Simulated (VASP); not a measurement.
Write the native input for VASP 6.6.1 that does the following.

* Task: single point
* Functional: PBE
* Potentials or basis: VASP PAW PBE potentials, release 64 (Te, Mo_sv)
* Cutoff: 520 eV
* k mesh: 4 × 4 × 6
* Occupations: gaussian, width 0.1 eV
* Spin: no spin polarisation
* Dipole correction: no
* Further INCAR settings: ALGO = Normal; EDIFF = 1e-06; NBANDS = 20

The structure of Te2Mo lies in POSCAR:

```
Te2Mo
1.0
    3.7893849192     -3.8508268929      0.0000000000
    3.7893849192      3.8508268929      0.0000000000
    0.0000000000      0.0000000000      2.9759362742
Te Mo
2 1
Direct
    0.0000000000      0.5000000000      0.0000000000
    0.5000000000      0.0000000000      0.0000000000
    0.0000000000      0.0000000000      0.0000000000
```

One way to write it, as run:

INCAR

```
  PREC = Accurate
  ENCUT = 520
  EDIFF = 1E-6
  ISMEAR = 0
  SIGMA = 0.1
  LREAL = False
  LASPH = True
  NELM = 60
  ALGO = Normal
  ISIF = 2
  LWAVE = False
  LCHARG = False
  GGA = PE
  NBANDS = 20
```

KPOINTS

```
regular mesh
0
Gamma
  4 4 6
```

Potentials or basis: VASP PAW PBE potentials, release 64 (Te, Mo_sv).

Command:

```console
$ cat potpaw_PBE.64/Te/POTCAR potpaw_PBE.64/Mo_sv/POTCAR > POTCAR
$ mpirun -np 1 vasp_std > vasp.out
```

It gave:

```yaml
Pressure: 0.0 GPa
Band_gap_on_the_k_mesh: zero (band 13 reaches 7.46 eV, above the bottom of band 14 at 6.08 eV)
```

Caveat: spin-orbit coupling is left out, which moves the levels of the heavy elements.

Wall time 42 s on 1 thread of Intel(R) Xeon(R) Platinum 8488C (Sapphire Rapids), on a shared host, peak memory 0.2 GiB.
